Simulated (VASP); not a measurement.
# TlBr (Pm-3m) in VASP: further runs

Runs on TlBr. Level: r2SCAN. Tasks: relaxation of cell and atoms.

Program: VASP 6.6.1. These are calculated values, not measurements. Logs are shortened: lines on timing, memory, paths and dates and some standing lists are left out, and cuts for length are marked.

### Step 1. The cell of the first run

It takes space group Pm-3m (No. 221, cubic). The conventional cell has a = 3.996 Å, b = 3.996 Å, c = 3.996 Å, α = 90.00°, β = 90.00°, γ = 90.00°. Within 4.5 Å of Tl (site symmetry m-3m) lie 8 Br at 3.46 Å and 6 Tl at 4.00 Å. Within 4.5 Å of Br (site symmetry m-3m) lie 8 Tl at 3.46 Å and 6 Br at 4.00 Å.

### Step 2. Relaxation of cell and atoms, r2SCAN, target pressure 4 GPa, at which the enthalpy is minimised

POSCAR

```
TlBr
1.0
    3.9964367115      0.0000000000      0.0000000000
    0.0000000000      3.9964367115      0.0000000000
    0.0000000000      0.0000000000      3.9964367115
Tl Br
1 1
Direct
    0.0000000000      0.0000000000      0.0000000000
    0.5000000000      0.5000000000      0.5000000000
```

INCAR.step1

```
SYSTEM = TlBr
PREC     = Accurate       ! precision mode
ENCUT    = 550            ! plane-wave cutoff, eV
ISMEAR   = 0              ! smearing method
SIGMA    = 0.01           ! smearing width, eV
LREAL    = .False.        ! projectors in reciprocal space
LASPH    = .True.         ! aspherical terms in the spheres
NELM     = 120            ! most SCF steps
GGA      = PE             ! functional
ALGO     = Normal         ! electronic algorithm
EDIFF    = 1E-5           ! SCF threshold, eV
LWAVE    = .True.         ! write WAVECAR
LCHARG   = .False.        ! write CHGCAR
GGA_COMPAT= .False.      
IBRION   = 2              ! ionic algorithm
ISIF     = 3              ! what is computed and relaxed
EDIFFG   = -0.005         ! ionic threshold
NELMIN   = 4            
NSW      = 100            ! ionic steps
```

INCAR.step2

```
SYSTEM = TlBr
PREC     = Accurate       ! precision mode
ENCUT    = 550            ! plane-wave cutoff, eV
EDIFF    = 1E-7           ! SCF threshold, eV
ISMEAR   = 0              ! smearing method
SIGMA    = 0.01           ! smearing width, eV
LREAL    = .False.        ! projectors in reciprocal space
LASPH    = .True.         ! aspherical terms in the spheres
NELM     = 120            ! most SCF steps
ALGO     = Normal         ! electronic algorithm
ISIF     = 3              ! what is computed and relaxed
LWAVE    = .False.        ! write WAVECAR
LCHARG   = .False.        ! write CHGCAR
METAGGA  = R2SCAN         ! meta-GGA
LMIXTAU  = .True.       
IBRION   = 2              ! ionic algorithm
NSW      = 100            ! ionic steps
EDIFFG   = -0.002         ! ionic threshold
PSTRESS  = 40.0         
ISTART   = 1            
GGA_COMPAT= .False.      
NELMIN   = 4
```

KPOINTS

```
regular mesh
0
Gamma
  6 6 6
  0 0 0
```

Potentials or basis: VASP PAW PBE potentials, release 64 (Tl_d, Br).

Started as:

```bash
cat potpaw_PBE.64/Tl_d/POTCAR potpaw_PBE.64/Br/POTCAR > POTCAR
cp INCAR.step1 INCAR
mpirun -np 1 vasp_std > vasp.out
cp INCAR.step2 INCAR
mpirun -np 1 vasp_std > vasp.out
```

OUTCAR:

```text
SYSTEM = TlBr
   PREC = Accurate
   ENCUT = 550
   EDIFF = 1E-7
   ISMEAR = 0
   LREAL = .False.
   LASPH = .True.
   NELM = 120
   ISIF = 3
   METAGGA = R2SCAN
   IBRION = 2
   NSW = 100
   EDIFFG = -0.002
   PSTRESS = 40.0
   ISTART = 1
   NELMIN = 4

 ion  position               nearest neighbor table
   1  0.000  0.000  0.000-   2 3.46   2 3.46   2 3.46   2 3.46   2 3.46   2 3.46   2 3.46   2 3.46

   2  0.500  0.500  0.500-   1 3.46   1 3.46   1 3.46   1 3.46   1 3.46   1 3.46   1 3.46   1 3.46

  LATTYP: Found a simple cubic cell.
 ALAT       =     3.9964367115

  Lattice vectors:

 A1 = (   3.9964367115,   0.0000000000,   0.0000000000)
 A2 = (   0.0000000000,   3.9964367115,   0.0000000000)
 A3 = (   0.0000000000,   0.0000000000,   3.9964367115)

Analysis of symmetry for initial positions (statically):
=====================================================================
 Subroutine PRICEL returns:
 Original cell was already a primitive cell.

 Routine SETGRP: Setting up the symmetry group for a
 simple cubic supercell.

 Subroutine GETGRP returns: Found 48 space group operations
 (whereof 48 operations were pure point group operations)
 out of a pool of 48 trial point group operations.

The static configuration has the point symmetry O_h .

Analysis of symmetry for dynamics (positions and initial velocities):
=====================================================================
 Subroutine PRICEL returns:
 Original cell was already a primitive cell.

 Routine SETGRP: Setting up the symmetry group for a
 simple cubic supercell.

 Subroutine GETGRP returns: Found 48 space group operations
 (whereof 48 operations were pure point group operations)
 out of a pool of 48 trial point group operations.

The dynamic configuration has the point symmetry O_h .

 Subroutine INISYM returns: Found 48 space group operations
 (whereof 48 operations are pure point group operations),
 and found     1 'primitive' translations

----------------------------------------------------------------------------------------

                                     Primitive cell

  volume of cell :      63.8291

  direct lattice vectors                    reciprocal lattice vectors
     3.996436711  0.000000000  0.000000000     0.250222904  0.000000000  0.000000000
     0.000000000  3.996436711  0.000000000     0.000000000  0.250222904  0.000000000
     0.000000000  0.000000000  3.996436711     0.000000000  0.000000000  0.250222904

  length of vectors
     3.996436711  3.996436711  3.996436711     0.250222904  0.250222904  0.250222904

  position of ions in fractional coordinates (direct lattice)
     0.000000000  0.000000000  0.000000000
     0.500000000  0.500000000  0.500000000

  ion indices of the primitive-cell ions
   primitive index   ion index
                 1           1
                 2           2

----------------------------------------------------------------------------------------

 KPOINTS: regular mesh

Automatic generation of k-mesh.
 Grid dimensions read from file:
 generate k-points for:    6    6    6

 Generating k-lattice:

  Cartesian coordinates                     Fractional coordinates (reciprocal lattice)
     0.041703817  0.000000000  0.000000000     0.166666667  0.000000000  0.000000000
     0.000000000  0.041703817  0.000000000     0.000000000  0.166666667  0.000000000
     0.000000000  0.000000000  0.041703817     0.000000000  0.000000000  0.166666667

  Length of vectors
     0.041703817  0.041703817  0.041703817

  Shift w.r.t. Gamma in fractional coordinates (k-lattice)
     0.000000000  0.000000000  0.000000000

 Subroutine IBZKPT returns following result:
 ===========================================

 Found     20 irreducible k-points:

 Following reciprocal coordinates:
            Coordinates               Weight
  0.000000  0.000000  0.000000      1.000000
  0.166667  0.000000  0.000000      6.000000
  0.333333  0.000000  0.000000      6.000000
  0.500000  0.000000  0.000000      3.000000
  0.166667  0.166667  0.000000     12.000000
  0.333333  0.166667  0.000000     24.000000
[... 12 lines left out ...]
  0.500000  0.500000  0.333333      6.000000
  0.500000  0.500000  0.500000      1.000000
   k-points           NKPTS =     20   k-points in BZ     NKDIM =     20   number of bands    NBANDS=     14
   number of dos      NEDOS =    301   number of ions     NIONS =      2
   total plane-waves  NPLWV =  32768
   dimension x,y,z NGX =    32 NGY =   32 NGZ =   32
   dimension x,y,z NGXF=    64 NGYF=   64 NGZF=   64
   ions per type =               1   1
   NGX,Y,Z   is equivalent  to a cutoff of  13.31, 13.31, 13.31 a.u.
   NGXF,Y,Z  is equivalent  to a cutoff of  26.62, 26.62, 26.62 a.u.
 SYSTEM =  TlBr
   PREC   = accura    normal or accurate (medium, high low for compatibility)
   ISTART =      1    job   : 0-new  1-cont  2-samecut
   ICHARG =      0    charge: 1-file 2-atom 10-const
   ISPIN  =      1    spin polarized calculation?
   LNONCOLLINEAR =      F non collinear calculations
   LSORBIT =      F    spin-orbit coupling
   LASPH  =      T    aspherical Exc in radial PAW
   ENCUT  =  550.0 eV  40.42 Ry    6.36 a.u.   7.64  7.64  7.64*2*pi/ulx,y,z
   NELM   =    120;   NELMIN=  4; NELMDL=  0     # of ELM steps
   EDIFF  = 0.1E-06   stopping-criterion for ELM
   LREAL  =      F    real-space projection
   EDIFFG = -.2E-02   stopping-criterion for IOM
   NSW    =    100    number of steps for IOM
   IBRION =      2    ionic relax: 0-MD 1-quasi-New 2-CG
   NFREE  =      1    steps in history (QN), initial steepest desc. (CG)
   ISIF   =      3    stress and relaxation
   ISYM   =      2    0-nonsym 1-usesym 2-fastsym
   POTIM  = 0.5000    time-step for ionic-motion
   TEBEG  =    0.0;   TEEND  =   0.0 temperature during run
   PSTRESS=   40.0 pullay stress
   NELECT =      20.0000    total number of electrons
   NUPDOWN=      -1.0000    fix difference up-down
   EMIN   =  10.00;   EMAX   =-10.00  energy-range for DOS
   EFERMI =   0.00;   METHOD = LEGACY
   ISMEAR =     0;   SIGMA  =   0.01  broadening in eV -4-tet -1-fermi 0-gaus
   EFERMI_NEDOS =   21; number of points for ismear=-14 and -15
   IALGO  =     38    algorithm
   IMIX   =      4    mixing-type and parameters
     AMIX     =   0.40;   BMIX     =  1.00
     AMIX_MAG =   1.60;   BMIX_MAG =  1.00
  volume/ion in A,a.u.               =      31.91       215.37
  Fermi-wavevector in a.u.,A,eV,Ry     =   1.111933  2.101248 16.822170  1.236395
  Thomas-Fermi vector in A             =   2.248501
   LORBIT       =      0    0 simple, 1 ext, 2 COOP (PROOUT), +10 PAW based schemes
   METAGGA = R2SCAN    functional components
   LHFCALC =     F    Hartree Fock is set to
   AEXX    =    0.0000 exact exchange contribution
   IVDW    =     0    specifies the selected vdW correction
   LEPSILON=     F    determine dielectric tensor
   LRPA    =     F    only Hartree local field effects (RPA)
 conjugate gradient relaxation of ions
 non-spin polarized calculation
 Gauss-broadening in eV      SIGMA  =   0.01
  energy-cutoff  :      550.00
  volume of cell :       63.83
 maximum number of plane-waves:      1890
 NGX is ok and might be reduce to    32
   NGX = 15   NGY = 15   NGZ = 15

--------------------------------------- Ionic step        1  -------------------------------------------

 number of electron      20.0000001 magnetization

 Free energy of the ion-electron system (eV)
  ---------------------------------------------------
  ext. energy  EPLUGINS =         0.00000000
  ---------------------------------------------------
  free energy    TOTEN  =       -68.38117053 eV

  energy without entropy =      -68.38117053  energy(sigma->0) =      -68.38117053

------------------------ aborting loop because EDIFF is reached ----------------------------------------

  FORCE on cell =-STRESS in cart. coord.  units (eV):
  Direction    XX          YY          ZZ          XY          YZ          ZX
  --------------------------------------------------------------------------------------
  -------------------------------------------------------------------------------------
  Total       -0.0046162     -0.0046162     -0.0046162      0.0000000      0.0000000     -0.0000000
  in kB       -0.1158709     -0.1158709     -0.1158709      0.0000000      0.0000000     -0.0000000
  external PRESSURE =     -40.1158709 kB  Pullay stress =      40.0000000 kB

 VOLUME and BASIS-vectors are now :
 -----------------------------------------------------------------------------
  energy-cutoff  :      550.00
  volume of cell :       63.83
      direct lattice vectors                 reciprocal lattice vectors
     3.996436711  0.000000000  0.000000000     0.250222904  0.000000000  0.000000000
     0.000000000  3.996436711  0.000000000     0.000000000  0.250222904  0.000000000
     0.000000000  0.000000000  3.996436711     0.000000000  0.000000000  0.250222904
[... 46 lines left out ...]
  FREE ENERGIE OF THE ION-ELECTRON SYSTEM (eV)
  ---------------------------------------------------
  free  energy   TOTEN  =       -68.3045780433 eV

  energy  without entropy=      -68.3045780433  energy(sigma->0) =      -68.30457804

  enthalpy is  TOTEN    =       -66.8883010969 eV   P V=        1.4162769465

--------------------------------------- Ionic step        3  -------------------------------------------

 number of electron      20.0000005 magnetization

 Free energy of the ion-electron system (eV)
  ---------------------------------------------------
  ext. energy  EPLUGINS =         0.00000000
  ---------------------------------------------------
  free energy    TOTEN  =       -68.30203456 eV

  energy without entropy =      -68.30203456  energy(sigma->0) =      -68.30203456

 E-fermi :   3.4356     XC(G=0):  -9.9724

 val. band max:        3.3630325012   @ k =   0.5000   0.0000   0.0000
 cond. band min:       5.3611410331   @ k =   0.5000   0.0000   0.0000
 fundamental gap:      1.9981085319
 Fermi energy:         3.4355961839

 k-point     1 :       0.0000    0.0000    0.0000
  band No.  band energies     occupation
      1     -11.6193      2.00000
      2      -7.4074      2.00000
      3      -7.4074      2.00000
      4      -7.1614      2.00000
      5      -7.1614      2.00000
      6      -7.1614      2.00000
      7      -1.5281      2.00000
      8       1.4548      2.00000
      9       1.4548      2.00000
     10       1.4548      2.00000
     11      10.5698      0.00000
     12      10.5698      0.00000
     13      11.4581      0.00000
     14      11.4581      0.00000

 k-point     2 :       0.1667    0.0000    0.0000
  band No.  band energies     occupation
      1     -11.5391      2.00000
      2      -7.4035      2.00000
      3      -7.3631      2.00000
      4      -7.1842      2.00000
      5      -7.1842      2.00000
      6      -7.1593      2.00000
      7      -1.9506      2.00000
      8       1.5974      2.00000
      9       1.5974      2.00000
     10       1.7739      2.00000
[... 330 lines left out ...]
 POSITION                                       TOTAL-FORCE (eV/Angst)
 -----------------------------------------------------------------------------------
      0.00000      0.00000      0.00000        -0.000000      0.000000      0.000000
      1.92002      1.92002      1.92002         0.000000      0.000000      0.000000
 -----------------------------------------------------------------------------------
    total drift:                                0.000000      0.000000     -0.000000

  FREE ENERGIE OF THE ION-ELECTRON SYSTEM (eV)
  ---------------------------------------------------
  free  energy   TOTEN  =       -68.3020345641 eV

  energy  without entropy=      -68.3020345641  energy(sigma->0) =      -68.30203456

  enthalpy is  TOTEN    =       -66.8883280023 eV   P V=        1.4137065618

 reached required accuracy - stopping structural energy minimisation
```

Wall time 88 s (1 thread of Intel Xeon 6975P-C (Granite Rapids), shared host); peak memory 0.21 GiB.

What came out:

| Property | Result |
| --- | --- |
| Free energy | -68.3020 eV |
| Relaxed volume | 28.31 Å³/atom |
| Relaxed cell | a = 3.840 Å, b = 3.840 Å, c = 3.840 Å, α = 90.00°, β = 90.00°, γ = 90.00° |
| Space group after relaxing (to 0.1 Å) | Pm-3m (No. 221) |
| Energy change on relaxing (the run minimises the enthalpy) | +39.6 meV/atom |
| Ionic steps | 3 |
| Pressure after relaxing | 4.0 GPa |
| Band gap on the k mesh | 2.00 eV |

Step by step:
```
step  energy change (eV)  largest force (eV/Å)  pressure (GPa)  volume (Å³)
   1              0.0000                0.0000           -0.01        63.83
   2              0.0766                0.0000            3.92        56.73
   3              0.0791                0.0000            4.00        56.63
```

Final structure:
```cif
data_structure
_symmetry_space_group_name_H-M 'P 1'
_symmetry_Int_Tables_number 1
_cell_length_a 3.8400
_cell_length_b 3.8400
_cell_length_c 3.8400
_cell_angle_alpha 90.000
_cell_angle_beta 90.000
_cell_angle_gamma 90.000
_cell_volume 56.63
loop_
_atom_site_label
_atom_site_type_symbol
_atom_site_fract_x
_atom_site_fract_y
_atom_site_fract_z
_atom_site_occupancy
Tl1 Tl 0.00000 0.00000 0.00000 1
Br1 Br 0.50000 0.50000 0.50000 1
```

Caveat: the cell is relaxed towards a set pressure, so the run minimises the enthalpy, not the energy; the PAW data sets were made with another functional, which shifts forces and pressure a little; spin-orbit coupling is left out, which moves the levels of the heavy elements. A k mesh can miss the band edges.

### Step 3. Relaxation of cell and atoms, r2SCAN, target pressure 7 GPa, at which the enthalpy is minimised

POSCAR is that of step 2.

INCAR.step1

```
PREC = Accurate ; ENCUT = 550
ISMEAR = 0 ; SIGMA = 0.01
LREAL = False ; LASPH = True
NELM = 120 ; GGA = PE
ALGO = Normal ; EDIFF = 1E-5
LWAVE = True ; LCHARG = False
GGA_COMPAT = False ; IBRION = 2
ISIF = 3 ; EDIFFG = -0.005
NELMIN = 4 ; NSW = 100
```

INCAR.step2

```
PREC = Accurate ; ENCUT = 550
EDIFF = 1E-7 ; ISMEAR = 0
SIGMA = 0.01 ; LREAL = False
LASPH = True ; NELM = 120
ALGO = Normal ; ISIF = 3
LWAVE = False ; LCHARG = False
METAGGA = R2SCAN ; LMIXTAU = True
IBRION = 2 ; NSW = 100
EDIFFG = -0.002 ; PSTRESS = 70.0
ISTART = 1 ; GGA_COMPAT = False
NELMIN = 4
```

KPOINTS

```
Automatic mesh
0
Gamma
  6 6 6
```

Potentials or basis: VASP PAW PBE potentials, release 64 (Tl_d, Br).

Started as:

```bash
cat potpaw_PBE.64/Tl_d/POTCAR potpaw_PBE.64/Br/POTCAR > POTCAR
cp INCAR.step1 INCAR
mpirun -np 1 vasp_std > vasp.out
cp INCAR.step2 INCAR
mpirun -np 1 vasp_std > vasp.out
```

Run time: 4 min. Hardware: 1 thread of Intel Xeon 6975P-C (Granite Rapids), shared host; peak memory 0.2 GiB.

It converged, with:

```
Free energy                                                : -68.1907 eV
Relaxed volume                                             : 26.67 Å³/atom
Relaxed cell                                               : a = 3.764 Å, b = 3.764 Å, c = 3.764 Å, α = 90.00°, β = 90.00°, γ = 90.00°
Space group after relaxing (to 0.1 Å)                      : Pm-3m (No. 221)
Energy change on relaxing (the run minimises the enthalpy) : +95.2 meV/atom
Ionic steps                                                : 15
Pressure after relaxing                                    : 7.0 GPa
Band gap on the k mesh                                     : 1.66 eV (least direct gap 1.80 eV)
```

Step by step:
| step | energy change (eV) | largest force (eV/Å) | pressure (GPa) | volume (Å³) |
| --- | --- | --- | --- | --- |
| 1 | 0.0000 | 0.0000 | -0.01 | 63.83 |
| 2 | 0.2666 | 0.0000 | 8.77 | 51.78 |
| 3 | 0.1921 | 0.0000 | 7.03 | 53.29 |
| 4 | 0.1836 | 0.0000 | 6.82 | 53.49 |
| 5 | 0.1838 | 0.0000 | 6.83 | 53.49 |
| 6 | 0.1844 | 0.0000 | 6.84 | 53.47 |
| 7 | 0.1844 | 0.0000 | 6.84 | 53.47 |
| 8 | 0.1844 | 0.0000 | 6.84 | 53.47 |
| 9 | 0.1844 | 0.0000 | 6.84 | 53.47 |
| 10 | 0.1845 | 0.0000 | 6.85 | 53.47 |
| 11 | 0.1847 | 0.0000 | 6.85 | 53.46 |
| 12 | 0.1851 | 0.0000 | 6.86 | 53.45 |
| 13 | 0.1859 | 0.0000 | 6.88 | 53.44 |
| 14 | 0.1874 | 0.0000 | 6.92 | 53.40 |
| 15 | 0.1905 | 0.0000 | 6.99 | 53.33 |

Final structure:
```
CELL_PARAMETERS angstrom
3.76408 0.00000 0.00000
0.00000 3.76408 0.00000
0.00000 0.00000 3.76408
ATOMIC_POSITIONS crystal
Tl 0.00000 0.00000 0.00000
Br 0.50000 0.50000 0.50000
```

Levels at points of the mesh, in eV from the valence-band top:
```
           k point  band 6  band 7  band 8  band 9  band 10  band 11  band 12  band 13  band 14
(0.00, 0.00, 0.00)  -10.71   -5.08   -2.26   -2.26    -2.26     6.97     6.97     8.29     8.29
(0.50, 0.00, 0.00)  -10.70   -6.87   -1.54   -1.54     0.00     1.80     6.03     6.03     7.81
(0.50, 0.50, 0.00)  -10.62   -4.35   -4.35   -4.22    -1.48     5.38     5.38     8.16     8.32
(0.50, 0.50, 0.50)  -10.62   -2.97   -2.97   -2.97    -2.79     1.66     1.66     1.66    14.82
```

Caveat: the cell is relaxed towards a set pressure, so the run minimises the enthalpy, not the energy; the volume moved by over 15 % at a fixed basis, so the end points are rough; the PAW data sets were made with another functional, which shifts forces and pressure a little; spin-orbit coupling is left out, which moves the levels of the heavy elements.
